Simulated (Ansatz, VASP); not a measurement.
# AlCu3: VASP beside Ansatz

```
Al Cu
1.0
     4.17251    0.00000    0.00000
     0.00000    5.10702    0.00000
     0.00000    0.00000    4.51172
Al Cu
2 6
Direct
  0.00000 0.00000 0.66111
  0.50000 0.50000 0.33889
  0.00000 0.50000 0.66267
  0.50000 0.00000 0.33733
  0.00000 0.25094 0.16006
  0.00000 0.74906 0.16006
  0.50000 0.24906 0.83994
  0.50000 0.75094 0.83994
```

Alike in both runs: task single point; functional r2SCAN; k mesh 4 × 4 × 4; occupations gaussian, width 0.1 eV; no spin polarisation.

```csv
,VASP,Ansatz
version,VASP 6.6.1,Ansatz 0.2.0
potentials or method,"VASP PAW PBE potentials, release 64 (Al, Cu), cutoff 520 eV","scalar-relativistic, plane waves, PAW"
valence electrons in the cell,72,120
```

```csv
,VASP,Ansatz,Ansatz less VASP
gap on the k mesh at the Fermi level (eV),none,none,-
pressure (GPa),0.8,0.5,-0.31
"traceless stress, the component that is largest in VASP (GPa)",-1.56,-1.48,+0.075
rms of the force components (eV/Å),0.004,0.004,+0.0001
```

VASP's potentials were made for PBE, not for r2SCAN. Atom by atom the forces differ by 0.002 eV/Å (rms over components). A gap of «none» marks a metal or a gap that the smearing closes. The functional is the same, so the differences come from potentials, cutoffs and numerics. VASP's potentials hold 72 valence electrons a cell and Ansatz's 120, so a difference there can come from the potentials and not from the codes.

The k mesh is coarse, so the values compare programs but aren't converged.
